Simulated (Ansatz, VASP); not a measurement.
# SbP3 in VASP and in Ansatz

INCAR

```
PREC     = Accurate       # precision mode
ENCUT    = 600            # plane-wave cutoff, eV
EDIFF    = 1E-6           # SCF threshold, eV
ISMEAR   = 0              # smearing method
SIGMA    = 0.1            # smearing width, eV
LREAL    = False          # projectors in reciprocal space
LASPH    = True           # aspherical terms in the spheres
NELM     = 100            # most SCF steps
ALGO     = Normal         # electronic algorithm
ISIF     = 3              # what is computed and relaxed
LWAVE    = False          # write WAVECAR
LCHARG   = False          # write CHGCAR
GGA      = PE             # functional
IBRION   = 2              # ionic algorithm
NSW      = 90             # ionic steps
EDIFFG   = -0.04          # ionic threshold
```

Contents of KPOINTS:

```
Automatic mesh
0
Gamma
  6 6 4
```

POSCAR

```
SbP3
1.0
    5.1403693700      0.0000000000      0.0000000000
   -2.5701846800      4.4516904600      0.0000000000
    0.0000000000      0.0000000000      7.3987238800
Sb P
2 6
Direct
    0.3333333300      0.6666666700      0.5000000000
    0.3333333300      0.6666666700      0.0000000000
    0.0891516600      0.7886993100      0.7500000000
    0.2113006900      0.3004523500      0.7500000000
    0.6995476500      0.9108483400      0.7500000000
    0.6995476500      0.7886993100      0.2500000000
    0.2113006900      0.9108483400      0.2500000000
    0.0891516600      0.3004523500      0.2500000000
```

Input for Ansatz:

```yaml
crystal:
  lattice:
    - [5.14036937, 0.0, 0.0]
    - [-2.57018468, 4.45169046, 0.0]
    - [0.0, 0.0, 7.39872388]
  atoms:
    - { symbol: Sb, position: [0.33333333, 0.66666667, 0.5] }
    - { symbol: Sb, position: [0.33333333, 0.66666667, 0.0] }
    - { symbol: P, position: [0.08915166, 0.78869931, 0.75] }
    - { symbol: P, position: [0.21130069, 0.30045235, 0.75] }
    - { symbol: P, position: [0.69954765, 0.91084834, 0.75] }
    - { symbol: P, position: [0.69954765, 0.78869931, 0.25] }
    - { symbol: P, position: [0.21130069, 0.91084834, 0.25] }
    - { symbol: P, position: [0.08915166, 0.30045235, 0.25] }
basis:
  ecutwfc: 420
kpoints:
  mp_grid: { grid: [6, 6, 4] }
hamiltonian:
  xc: pbe
scf:
  occupations: { method: gaussian, width: 0.1 }
  lower_state_search: "off"
output:
  forces: true
  stress: true
  eigenvalues: true
relax:
  adjacent_minimum: "off"
  f_tol: 0.04
  max_steps: 70
  cell: { stress_tol: 0.4 }
```

Alike in both runs: task relaxation of cell and atoms; functional PBE; k mesh 6 × 6 × 4; occupations gaussian, width 0.1 eV; no spin polarisation.

|  | VASP | Ansatz |
| --- | --- | --- |
| version | VASP 6.6.1 | Ansatz 0.2.0 |
| potentials or method | VASP PAW PBE potentials, release 64 (Sb, P), cutoff 600 eV | scalar-relativistic, plane waves, PAW |
| valence electrons in the cell | 40 | 60 |

```csv
,VASP,Ansatz,Ansatz less VASP
"gap on the k mesh at the Fermi level, each at its own relaxed structure (eV)",none,none,-
relaxed volume (Å³/atom),27.39,27.40,+0.013
relaxed cell length with the largest relative difference (Å),9.010,8.948,-0.0618
```

A gap of «none» marks a metal or a gap that the smearing closes. VASP's potentials hold 40 valence electrons a cell and Ansatz's 60, so a difference there can come from the potentials and not from the codes.

Spin-orbit coupling is off throughout. Noted on VASP's run: the volume moved by over 15 % at a fixed basis, so the end points are rough.
